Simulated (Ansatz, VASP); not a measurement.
Two plane-wave programs on BN

```
B N
1.0
     0.00000    1.81207    1.81207
     1.81207    0.00000    1.81207
     1.81207    1.81207    0.00000
B N
1 1
Direct
  0.00000 0.00000 0.00000
  0.25000 0.25000 0.25000
```

Alike in both runs: functional PBE; k mesh 12 × 12 × 12; occupations gaussian, width 0.02 eV; no spin polarisation.

Ansatz relaxed the structure, and its values are those at the end. VASP's run is a single point on that final structure, the one shown.

|  | VASP | Ansatz |
| --- | --- | --- |
| version | VASP 6.6.1 | Ansatz 0.2.0 |
| potentials or method | VASP PAW PBE potentials, release 64 (B, N), cutoff 600 eV | scalar-relativistic, plane waves, PAW |
| valence electrons in the cell | 8 | 8 |

```csv
,VASP,Ansatz,Ansatz less VASP
gap on the k mesh at the Fermi level (eV),4.45,4.46,+0.006
least direct gap on the mesh (eV),8.78,8.79,+0.005
pressure (GPa),0.1,0.0,-0.13
```
